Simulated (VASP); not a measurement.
# BeTe (F-43m) in VASP: single point with PBEsol

Aim: the single point of BeTe with PBEsol.

Everything below comes from runs of VASP 6.6.1. Logs are shortened: lines on timing, memory, paths and dates and some standing lists are left out, and cuts for length are marked.

### 1 The cell of the first run

Symmetry: F-43m, No. 216, cubic system. Conventional cell: a = 5.429 Å, b = 5.429 Å, c = 5.429 Å, α = 90.00°, β = 90.00°, γ = 90.00°. Be (site symmetry -43m) has 4 Te at 2.35 Å within 3.1 Å. Within 3.1 Å of Te (site symmetry -43m) lie 4 Be at 2.35 Å.

### 2 Single point, PBEsol, non-collinear spin, zero start, spin-orbit coupling

File INCAR:

```
PREC = Accurate ; ENCUT = 520
EDIFF = 1E-6 ; ISMEAR = 0
SIGMA = 0.01 ; LREAL = False
LASPH = True ; NELM = 150
ALGO = Normal ; ISIF = 2
LWAVE = False ; LCHARG = True
MAGMOM = 0 0 0 0 0 0 ; LORBIT = 11
LSORBIT = True ; GGA_COMPAT = False
LORBMOM = True ; GGA = PS
LVHAR = True ; NBANDS = 20
```

File KPOINTS:

```
regular mesh
0
Gamma
  8 8 8
```

File POSCAR:

```
BeTe
1.0
    2.7145135738      2.7145135738      0.0000000000
   -2.7145135738      2.7145135738      0.0000000000
    0.0000000000      2.7145135738      2.7145135738
Be Te
1 1
Direct
    0.0000000000      0.0000000000      0.0000000000
    0.7500000000      0.2500000000      0.5000000000
```

Potentials or basis: VASP PAW PBE potentials, release 64 (Be, Te).

On the command line:

```console
> cat potpaw_PBE.64/Be/POTCAR potpaw_PBE.64/Te/POTCAR > POTCAR
> mpirun -np 1 vasp_ncl > vasp.out
```

OUTCAR:

```text
PREC = Accurate
   ENCUT = 520
   EDIFF = 1E-6
   ISMEAR = 0
   LREAL = False
   LASPH = True
   NELM = 150
   ISIF = 2
   LORBIT = 11
   LSORBIT = True
   GGA = PS

 ion  position               nearest neighbor table
   1  0.000  0.000  0.000-   2 2.35   2 2.35   2 2.35   2 2.35
   2  0.750  0.250  0.500-   1 2.35   1 2.35   1 2.35   1 2.35

  LATTYP: Found a face centered cubic cell.
 ALAT       =     5.4290271476

  Lattice vectors:

 A1 = (   0.0000000000,   2.7145135738,   2.7145135738)
 A2 = (   2.7145135738,   0.0000000000,   2.7145135738)
 A3 = (   2.7145135738,   2.7145135738,   0.0000000000)

Analysis of symmetry for initial positions (statically):
=====================================================================
 Subroutine PRICEL returns:
 Original cell was already a primitive cell.

 Routine SETGRP: Setting up the symmetry group for a
 face centered cubic supercell.

 Subroutine GETGRP returns: Found 24 space group operations
 (whereof 24 operations were pure point group operations)
 out of a pool of 48 trial point group operations.

The static configuration has the point symmetry T_d .

Analysis of symmetry for dynamics (positions and initial velocities):
=====================================================================
 Subroutine PRICEL returns:
 Original cell was already a primitive cell.

 Routine SETGRP: Setting up the symmetry group for a
 face centered cubic supercell.

 Subroutine GETGRP returns: Found 24 space group operations
 (whereof 24 operations were pure point group operations)
 out of a pool of 48 trial point group operations.

The dynamic configuration has the point symmetry T_d .

Analysis of structural, dynamic, and magnetic symmetry:
=====================================================================
 Subroutine PRICEL returns:
 Original cell was already a primitive cell.

 Routine SETGRP: Setting up the symmetry group for a
 face centered cubic supercell.

 Subroutine GETGRP returns: Found 24 space group operations
 (whereof 24 operations were pure point group operations)
 out of a pool of 48 trial point group operations.

The overall configuration has the point symmetry T_d .

 Subroutine INISYM returns: Found 24 space group operations
 (whereof 24 operations are pure point group operations),
 and found     1 'primitive' translations
[... 729 lines left out ...]
      0.00000      0.00000      0.00000        -0.000000      0.000000      0.000000
      1.35726      4.07177      1.35726         0.000000     -0.000000      0.000000
 -----------------------------------------------------------------------------------
    total drift:                               -0.000000      0.000000     -0.000000

  FREE ENERGIE OF THE ION-ELECTRON SYSTEM (eV)
  ---------------------------------------------------
  free  energy   TOTEN  =        -8.2122532055 eV

  energy  without entropy=       -8.2122532055  energy(sigma->0) =       -8.21225321

 orbital moment (x)

 # of ion     p       d       tot
 ----------------------------------------
  1         0.000   0.000   0.000
  2         0.000   0.000   0.000
 ----------------------------------------
            0.000   0.000   0.000

 orbital moment (y)

 # of ion     p       d       tot
 ----------------------------------------
  1        -0.000   0.000  -0.000
  2         0.000  -0.000   0.000
 ----------------------------------------
            0.000  -0.000  -0.000

 orbital moment (z)

 # of ion     p       d       tot
 ----------------------------------------
  1         0.000   0.000   0.000
  2         0.000  -0.000  -0.000
 ----------------------------------------
            0.000  -0.000   0.000

 Spin-Orbit-Coupling matrix elements

 Ion:    1  E_soc:     -0.0000086
 l=   1
     0.0000000    -0.0000014    -0.0000014
    -0.0000014     0.0000000    -0.0000014
    -0.0000014    -0.0000014     0.0000000
 l=   2
     0.0000000     0.0000000     0.0000000     0.0000000     0.0000000
     0.0000000     0.0000000     0.0000000     0.0000000     0.0000000
     0.0000000     0.0000000     0.0000000     0.0000000     0.0000000
     0.0000000     0.0000000     0.0000000     0.0000000     0.0000000
     0.0000000     0.0000000     0.0000000     0.0000000     0.0000000
 l=   3
     0.0000000     0.0000000     0.0000000     0.0000000     0.0000000     0.0000000     0.0000000
     0.0000000     0.0000000     0.0000000     0.0000000     0.0000000     0.0000000     0.0000000
     0.0000000     0.0000000     0.0000000     0.0000000     0.0000000     0.0000000     0.0000000
     0.0000000     0.0000000     0.0000000     0.0000000     0.0000000     0.0000000     0.0000000
     0.0000000     0.0000000     0.0000000     0.0000000     0.0000000     0.0000000     0.0000000
     0.0000000     0.0000000     0.0000000     0.0000000     0.0000000     0.0000000     0.0000000
     0.0000000     0.0000000     0.0000000     0.0000000     0.0000000     0.0000000     0.0000000

 Ion:    2  E_soc:     -0.1713090
 l=   1
     0.0000000    -0.0283976    -0.0283976
    -0.0283976     0.0000000    -0.0283976
    -0.0283976    -0.0283976     0.0000000
 l=   2
     0.0000000    -0.0000625     0.0000000    -0.0000625    -0.0000914
    -0.0000625     0.0000000    -0.0000685    -0.0000625    -0.0000228
     0.0000000    -0.0000685     0.0000000    -0.0000685     0.0000000
    -0.0000625    -0.0000625    -0.0000685     0.0000000    -0.0000228
    -0.0000914    -0.0000228     0.0000000    -0.0000228     0.0000000
 l=   3
     0.0000000     0.0000000     0.0000000     0.0000000     0.0000000     0.0000000     0.0000000
     0.0000000     0.0000000     0.0000000     0.0000000     0.0000000     0.0000000     0.0000000
     0.0000000     0.0000000     0.0000000     0.0000000     0.0000000     0.0000000     0.0000000
     0.0000000     0.0000000     0.0000000     0.0000000     0.0000000     0.0000000     0.0000000
     0.0000000     0.0000000     0.0000000     0.0000000     0.0000000     0.0000000     0.0000000
     0.0000000     0.0000000     0.0000000     0.0000000     0.0000000     0.0000000     0.0000000
     0.0000000     0.0000000     0.0000000     0.0000000     0.0000000     0.0000000     0.0000000

 total charge

# of ion       s       p       d       tot
------------------------------------------
    1        0.397   0.670   0.000   1.067
    2        1.332   2.198   0.043   3.573
--------------------------------------------------
tot          1.729   2.868   0.043   4.641

 magnetization (x)

# of ion       s       p       d       tot
------------------------------------------
    1       -0.000   0.000   0.000  -0.000
    2       -0.000   0.000   0.000   0.000
--------------------------------------------------
tot         -0.000   0.000   0.000  -0.000

 magnetization (y)

# of ion       s       p       d       tot
------------------------------------------
    1        0.000   0.000   0.000   0.000
    2       -0.000   0.000  -0.000  -0.000
--------------------------------------------------
tot          0.000   0.000  -0.000   0.000

 magnetization (z)

# of ion       s       p       d       tot
------------------------------------------
    1        0.000  -0.000   0.000   0.000
    2       -0.000   0.000  -0.000  -0.000
--------------------------------------------------
tot          0.000  -0.000  -0.000   0.000
```

Wall time 2.6 min (1 thread of Intel Xeon 8259CL, shared host); peak memory 0.3 GiB.

What came out:

```
Free energy                                           : -8.2123 eV
Pressure                                              : 7.4 GPa
Net moment                                            : 0.00 μB per cell
Valence electrons inside the program's atomic spheres : Be 1.07; Te 3.57
```

Moments on the atoms (μB; x, y, z):
```
Be  0.00 0.00 0.00
Te  0.00 0.00 0.00
```

Caveat: the cell stands under pressure; the PAW data sets were made with another functional, which shifts forces and pressure a little.
